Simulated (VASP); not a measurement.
**TiC: electric field gradients with PBE**

TiC:

```
CELL_PARAMETERS angstrom
0.00000 2.12020 2.12020
2.12020 0.00000 2.12020
2.12020 2.12020 0.00000
ATOMIC_POSITIONS crystal
Ti 0.00000 0.00000 0.00000
C 0.50000 0.50000 0.50000
```

This cell differs from its parent crystal: volume scaled by 0.9405.

```
Program                : VASP 6.6.1
Task                   : electric field gradients
Functional             : PBE
Potentials or basis    : VASP PAW PBE potentials, release 64 (Ti_sv, C)
Cutoff                 : 520 eV
k mesh                 : 16 × 16 × 16
Occupations            : fermi-dirac, width 0.03 eV
Spin                   : no spin polarisation
Dipole correction      : no
Further INCAR settings : ALGO = Normal; EDIFF = 1e-08; NBANDS = 15
```

- Pressure: 18.6 GPa
- Band gap on the k mesh: zero (band 8 reaches 10.89 eV, above the bottom of band 9 at 9.76 eV)

Levels at points of the mesh, in eV from the Fermi level:
```
           k point  band 6  band 7  band 8  band 9  band 10  band 11
(0.00, 0.00, 0.00)    0.73    0.73    0.73    1.77     1.77     1.77
(0.50, 0.00, 0.00)   -6.12   -3.09   -3.09    3.19     3.19     4.48
(0.50, 0.50, 0.00)   -3.46   -1.80    0.03    0.03     2.96     3.85
```

Wall time 30 s on 1 thread of Intel(R) Xeon(R) Platinum 8259CL CPU @ 2.50GHz (Skylake/Cascade Lake), with other jobs on the host, peak memory 0.17 GiB.

Caveat: without QUAD_EFG the Cq values of the log hold for a quadrupole moment of 1 mb, not for the nuclei.
